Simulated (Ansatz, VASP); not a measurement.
# Hf3O8: VASP beside Ansatz

```xyz
11
Lattice="3.5768 0.0000 0.0000 -1.7884 3.0976 0.0000 0.0000 0.0000 25.2215" Properties=species:S:1:pos:R:3 pbc="T T T"
O     1.7884    1.0325    7.5000
O     0.0000    0.0000    8.9602
O     0.0000    2.0651   10.4204
O     1.7884    1.0325   11.8806
O     0.0000    0.0000   13.3408
O     0.0000    2.0651   14.8011
O     1.7884    1.0325   16.2613
O     0.0000    0.0000   17.7215
Hf    1.7884    1.0325    9.6903
Hf    0.0000    2.0651   12.6107
Hf    0.0000    0.0000   15.5312
```

Alike in both runs: task single point; functional r2SCAN; k mesh 9 × 9 × 1; occupations gaussian, width 0.05 eV; no spin polarisation.

```csv
,VASP,Ansatz
version,VASP 6.6.1,Ansatz 0.2.0
potentials or method,"VASP PAW PBE potentials, release 64 (O, Hf_pv), cutoff 520 eV","scalar-relativistic, plane waves, PAW"
valence electrons in the cell,78,126
```

Ansatz gave:

| Property | Result |
| --- | --- |
| gap on the k mesh at the Fermi level (eV) | none |
| rms of the force components (eV/Å) | 0.852 |

Question: Estimate VASP's values.

Answer: gap on the k mesh at the Fermi level (eV): none; rms of the force components (eV/Å): 0.861.

VASP's potentials were made for PBE, not for r2SCAN. A gap of «none» marks a metal or a gap that the smearing closes. VASP's potentials hold 78 valence electrons a cell and Ansatz's 126, so a difference there can come from the potentials and not from the codes. Ansatz's warnings: xc potential rough in thin density.

Neither program's run includes spin-orbit coupling.
